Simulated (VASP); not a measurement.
# SiO2 (Stishovite) (P4_2/mnm) in VASP: notebook, part 3 of 3

VASP 6.6.1. The steps go on from the part before.

**6. Relaxation of cell and atoms, r2SCAN**

This run uses another cell than the first one, of 7.75 Å³/atom, 1.012 times its volume.

POSCAR

```
SiO2
1.0
    4.1773000000      0.0000000000      0.0000000000
    0.0000000000      4.1773000000      0.0000000000
    0.0000000000      0.0000000000      2.6652000000
Si O
2 4
Direct
    0.0000000000      0.0000000000      0.0000000000
    0.5000000000      0.5000000000      0.5000000000
    0.3059000000      0.3059000000      0.0000000000
    0.1941000000      0.8059000000      0.5000000000
    0.6941000000      0.6941000000      0.0000000000
    0.8059000000      0.1941000000      0.5000000000
```

INCAR.step1

```
PREC = Accurate
ENCUT = 600
ISMEAR = -1
SIGMA = 0.02
LREAL = F
LASPH = T
NELM = 100
GGA = PE
ALGO = Normal
EDIFF = 1E-4
LWAVE = T
LCHARG = F
```

INCAR.step2

```
PREC = Accurate
ENCUT = 600
EDIFF = 1E-7
ISMEAR = -1
SIGMA = 0.02
LREAL = F
LASPH = T
NELM = 100
ALGO = Normal
ISIF = 3
LWAVE = F
LCHARG = F
METAGGA = R2SCAN
LMIXTAU = T
IBRION = 2
NSW = 80
EDIFFG = -0.01
ISTART = 1
```

KPOINTS

```
regular mesh
0
Gamma
  6 6 10
```

Potentials or basis: VASP PAW PBE potentials, release 64 (Si, O).

The run is started by

```sh
cat potpaw_PBE.64/Si/POTCAR potpaw_PBE.64/O/POTCAR > POTCAR
cp INCAR.step1 INCAR
mpirun -np 1 vasp_std > vasp.out
cp INCAR.step2 INCAR
mpirun -np 1 vasp_std > vasp.out
```

OUTCAR:

```text
PREC = Accurate
   ENCUT = 600
   EDIFF = 1E-7
   ISMEAR = -1
   LREAL = F
   LASPH = T
   NELM = 100
   ISIF = 3
   METAGGA = R2SCAN
   IBRION = 2
   NSW = 80
   EDIFFG = -0.01
   ISTART = 1

 ion  position               nearest neighbor table
   1  0.000  0.000  0.000-   4 1.76   6 1.76   4 1.76   6 1.76   5 1.81   3 1.81
   2  0.500  0.500  0.500-   3 1.76   5 1.76   3 1.76   5 1.76   4 1.81   6 1.81
   3  0.306  0.306  0.000-   2 1.76   2 1.76   1 1.81
   4  0.194  0.806  0.500-   1 1.76   1 1.76   2 1.81
   5  0.694  0.694  0.000-   2 1.76   2 1.76   1 1.81
   6  0.806  0.194  0.500-   1 1.76   1 1.76   2 1.81

  LATTYP: Found a simple tetragonal cell.
 ALAT       =     4.1773000000
 C/A-ratio  =     0.6380197735

  Lattice vectors:

 A1 = (   4.1773000000,   0.0000000000,   0.0000000000)
 A2 = (   0.0000000000,   4.1773000000,   0.0000000000)
 A3 = (   0.0000000000,   0.0000000000,   2.6652000000)

Analysis of symmetry for initial positions (statically):
=====================================================================
 Subroutine PRICEL returns:
 Original cell was already a primitive cell.

 Routine SETGRP: Setting up the symmetry group for a
 simple tetragonal supercell.

 Subroutine GETGRP returns: Found 16 space group operations
 (whereof  8 operations were pure point group operations)
 out of a pool of 16 trial point group operations.

The static configuration has the point symmetry D_2h.
 The point group associated with its full space group is D_4h.

Analysis of symmetry for dynamics (positions and initial velocities):
=====================================================================
 Subroutine PRICEL returns:
 Original cell was already a primitive cell.

 Routine SETGRP: Setting up the symmetry group for a
 simple tetragonal supercell.

 Subroutine GETGRP returns: Found 16 space group operations
 (whereof  8 operations were pure point group operations)
 out of a pool of 16 trial point group operations.

The dynamic configuration has the point symmetry D_2h.
 The point group associated with its full space group is D_4h.

 Subroutine INISYM returns: Found 16 space group operations
 (whereof  8 operations are pure point group operations),
 and found     1 'primitive' translations

----------------------------------------------------------------------------------------

                                     Primitive cell

  volume of cell :      46.5073

  direct lattice vectors                    reciprocal lattice vectors
     4.177300000  0.000000000  0.000000000     0.239389079  0.000000000  0.000000000
     0.000000000  4.177300000  0.000000000     0.000000000  0.239389079  0.000000000
     0.000000000  0.000000000  2.665200000     0.000000000  0.000000000  0.375206363

  length of vectors
     4.177300000  4.177300000  2.665200000     0.239389079  0.239389079  0.375206363

  position of ions in fractional coordinates (direct lattice)
     0.000000000  0.000000000  0.000000000
     0.500000000  0.500000000  0.500000000
     0.305900000  0.305900000  0.000000000
     0.194100000  0.805900000  0.500000000
     0.694100000  0.694100000  0.000000000
     0.805900000  0.194100000  0.500000000

[... 42 lines left out ...]
  0.333333  0.166667  0.000000      8.000000
[... 16 lines left out ...]
  0.333333  0.000000  0.200000      8.000000
  0.500000  0.000000  0.200000      4.000000
 [... further k-points ...]
   k-points           NKPTS =     60   k-points in BZ     NKDIM =     60   number of bands    NBANDS=     20
   number of dos      NEDOS =    301   number of ions     NIONS =      6
   total plane-waves  NPLWV =  31104
   dimension x,y,z NGX =    36 NGY =   36 NGZ =   24
   dimension x,y,z NGXF=    72 NGYF=   72 NGZF=   48
   ions per type =               2   4
   NGX,Y,Z   is equivalent  to a cutoff of  14.33, 14.33, 14.97 a.u.
   NGXF,Y,Z  is equivalent  to a cutoff of  28.65, 28.65, 29.94 a.u.
 SYSTEM =  unknown system
   PREC   = accura    normal or accurate (medium, high low for compatibility)
   ISTART =      1    job   : 0-new  1-cont  2-samecut
   ICHARG =      0    charge: 1-file 2-atom 10-const
   ISPIN  =      1    spin polarized calculation?
   LNONCOLLINEAR =      F non collinear calculations
   LSORBIT =      F    spin-orbit coupling
   LASPH  =      T    aspherical Exc in radial PAW
   ENCUT  =  600.0 eV  44.10 Ry    6.64 a.u.   8.34  8.34  5.32*2*pi/ulx,y,z
   NELM   =    100;   NELMIN=  2; NELMDL=  0     # of ELM steps
   EDIFF  = 0.1E-06   stopping-criterion for ELM
   LREAL  =      F    real-space projection
   EDIFFG = -.1E-01   stopping-criterion for IOM
   NSW    =     80    number of steps for IOM
   IBRION =      2    ionic relax: 0-MD 1-quasi-New 2-CG
   NFREE  =      1    steps in history (QN), initial steepest desc. (CG)
   ISIF   =      3    stress and relaxation
   ISYM   =      2    0-nonsym 1-usesym 2-fastsym
   POTIM  = 0.5000    time-step for ionic-motion
   TEBEG  =    0.0;   TEEND  =   0.0 temperature during run
   PSTRESS=    0.0 pullay stress
   NELECT =      32.0000    total number of electrons
   NUPDOWN=      -1.0000    fix difference up-down
   EMIN   =  10.00;   EMAX   =-10.00  energy-range for DOS
   EFERMI =   0.00;   METHOD = LEGACY
   ISMEAR =    -1;   SIGMA  =   0.02  broadening in eV -4-tet -1-fermi 0-gaus
   EFERMI_NEDOS =   21; number of points for ismear=-14 and -15
   IALGO  =     38    algorithm
   IMIX   =      4    mixing-type and parameters
     AMIX     =   0.40;   BMIX     =  1.00
     AMIX_MAG =   1.60;   BMIX_MAG =  1.00
  volume/ion in A,a.u.               =       7.75        52.31
  Fermi-wavevector in a.u.,A,eV,Ry     =   1.445277  2.731178 28.420200  2.088826
  Thomas-Fermi vector in A             =   2.563477
   LORBIT       =      0    0 simple, 1 ext, 2 COOP (PROOUT), +10 PAW based schemes
   METAGGA = R2SCAN    functional components
   LHFCALC =     F    Hartree Fock is set to
   AEXX    =    0.0000 exact exchange contribution
   IVDW    =     0    specifies the selected vdW correction
   LEPSILON=     F    determine dielectric tensor
   LRPA    =     F    only Hartree local field effects (RPA)
 conjugate gradient relaxation of ions
 non-spin polarized calculation
  energy-cutoff  :      600.00
  volume of cell :       46.51
 maximum number of plane-waves:      1580
 NGX is ok and might be reduce to    36
   NGX = 17   NGY = 17   NGZ = 11

--------------------------------------- Ionic step        1  -------------------------------------------

 number of electron      32.0000002 magnetization

 Free energy of the ion-electron system (eV)
  ---------------------------------------------------
  ext. energy  EPLUGINS =         0.00000000
  ---------------------------------------------------
  free energy    TOTEN  =       -58.80155648 eV

  energy without entropy =      -58.80155648  energy(sigma->0) =      -58.80155648

------------------------ aborting loop because EDIFF is reached ----------------------------------------

  FORCE on cell =-STRESS in cart. coord.  units (eV):
  Direction    XX          YY          ZZ          XY          YZ          ZX
  --------------------------------------------------------------------------------------
  -------------------------------------------------------------------------------------
  Total        0.3503445      0.3503445      0.6877015      0.0000000      0.0000000      0.0000000
  in kB       12.0693736     12.0693736     23.6913296      0.0000000      0.0000000      0.0000000
  external PRESSURE =      15.9433589 kB  Pullay stress =       0.0000000 kB
[... 147 lines left out ...]
--------------------------------------- Ionic step        5  -------------------------------------------

 number of electron      32.0000001 magnetization

 Free energy of the ion-electron system (eV)
  ---------------------------------------------------
  ext. energy  EPLUGINS =         0.00000000
  ---------------------------------------------------
  free energy    TOTEN  =       -58.80276438 eV

  energy without entropy =      -58.80276438  energy(sigma->0) =      -58.80276438

 E-fermi :   8.1908     XC(G=0): -12.8713

 val. band max:        7.7999293358   @ k =   0.0000   0.0000   0.0000
 cond. band min:      14.3062070207   @ k =   0.0000   0.0000   0.0000
 fundamental gap:      6.5062776848
 Fermi energy:         8.1908450558

 k-point     1 :       0.0000    0.0000    0.0000
  band No.  band energies     occupation
      1     -15.7362      2.00000
      2     -12.1500      2.00000
      3     -12.1500      2.00000
      4     -11.8756      2.00000
      5      -3.2485      2.00000
      6       1.2942      2.00000
[... 541 lines left out ...]
     19      19.6674      0.00000
     20      19.6674      0.00000

 [... further k-points ...]

------------------------ aborting loop because EDIFF is reached ----------------------------------------

  FORCE on cell =-STRESS in cart. coord.  units (eV):
  Direction    XX          YY          ZZ          XY          YZ          ZX
  --------------------------------------------------------------------------------------
  -------------------------------------------------------------------------------------
  Total       -0.0072399     -0.0072399      0.0040116     -0.0000000      0.0000000      0.0000000
  in kB       -0.2482953     -0.2482953      0.1375789     -0.0000000      0.0000000      0.0000000
  external PRESSURE =      -0.1196705 kB  Pullay stress =       0.0000000 kB
[... 21 lines left out ...]
  FREE ENERGIE OF THE ION-ELECTRON SYSTEM (eV)
  ---------------------------------------------------
  free  energy   TOTEN  =       -58.8027643751 eV

  energy  without entropy=      -58.8027643750  energy(sigma->0) =      -58.80276438

 reached required accuracy - stopping structural energy minimisation
```

Run time: 7.7 min. Hardware: 1 thread of Intel Xeon 6975P-C, shared host; peak memory 0.22 GiB.

What came out:

- Free energy: -58.8028 eV
- Relaxed volume: 7.79 Å³/atom
- Relaxed cell: a = 4.181 Å, b = 4.181 Å, c = 2.672 Å, α = 90.00°, β = 90.00°, γ = 90.00°
- Space group after relaxing (to 0.05 Å): P4_2/mnm (No. 136)
- Energy gained by relaxing: 0.2 meV/atom
- Ionic steps: 5
- Pressure after relaxing: 0.0 GPa
- Band gap on the k mesh: 6.51 eV, direct

Step by step:
```tsv
step	energy change (eV)	largest force (eV/Å)	pressure (GPa)	volume (Å³)
1	0.0000	0.0201	1.59	46.51
2	0.0014	0.0699	-2.37	47.03
3	-0.0012	0.0172	-0.04	46.72
4	-0.0012	0.0115	0.00	46.72
5	-0.0012	0.0003	-0.01	46.72
```

Final structure:
```
CELL_PARAMETERS angstrom
4.18138 0.00000 0.00000
0.00000 4.18138 0.00000
0.00000 0.00000 2.67199
ATOMIC_POSITIONS crystal
Si 0.00000 0.00000 0.00000
Si 0.50000 0.50000 0.50000
O 0.30591 0.30591 0.00000
O 0.19409 0.80591 0.50000
O 0.69409 0.69409 0.00000
O 0.80591 0.19409 0.50000
```

Levels at points of the mesh, in eV from the valence-band top:
```tsv
k point	band 12	band 13	band 14	band 15	band 16	band 17	band 18	band 19	band 20
(0.00, 0.00, 0.00)	-3.19	-2.52	-0.88	-0.88	0.00	6.51	7.61	9.44	9.44
(0.50, 0.00, 0.00)	-3.94	-2.72	-2.72	-1.08	-1.08	8.69	8.69	10.03	10.03
(0.50, 0.50, 0.00)	-3.32	-2.70	-2.70	-2.32	-2.32	8.39	8.39	11.04	11.04
(0.00, 0.00, 0.50)	-4.67	-3.12	-3.12	-2.71	-2.71	10.15	10.15	13.74	13.74
(0.50, 0.00, 0.50)	-4.01	-2.31	-2.31	-1.80	-1.80	9.81	9.81	10.91	10.91
(0.50, 0.50, 0.50)	-4.54	-1.78	-1.78	-1.61	-1.61	8.15	8.15	12.02	12.02
```

Caveat: the PAW data sets were made with another functional, which shifts forces and pressure a little.

**7. The runs side by side**

```tsv
task	level	potentials or basis	cell	cutoff (eV)	gap on the mesh (eV)	pressure (GPa)	largest force (eV/Å)
single point	LDA	VASP PAW LDA potentials, release 64 (Si, O)	a = 4.155, b = 4.155, c = 2.661 Å, 6 atoms	520	5.82	1.1	0.03
single point	PBEsol	VASP PAW PBE potentials, release 64 (Si, O)	a = 4.194, b = 4.194, c = 2.678 Å, 6 atoms	520	5.36	0.7	0.04
single point	PBE	VASP PAW PBE potentials, release 64 (Si, O)	a = 4.236, b = 4.236, c = 2.690 Å, 6 atoms	520	5.03	0.3	0.02
single point	r2SCAN	VASP PAW PBE potentials, release 64 (Si, O)	a = 4.185, b = 4.185, c = 2.669 Å, 6 atoms	520	6.52	0.5	0.02
relaxation of cell and atoms	r2SCAN	VASP PAW PBE potentials, release 64 (Si, O)	relaxed from a = 4.177, b = 4.177, c = 2.665 Å, 6 atoms	600	6.51	0.0	-
```

Alike in all rows: no spin polarisation; k mesh 6 × 6 × 10; smearing fermi-dirac 0.02 eV.

Caveats: the PAW data sets were made with another functional, which shifts forces and pressure a little (some runs).

Total energies depend on the potentials used, so only differences within one code and one set of settings carry meaning.
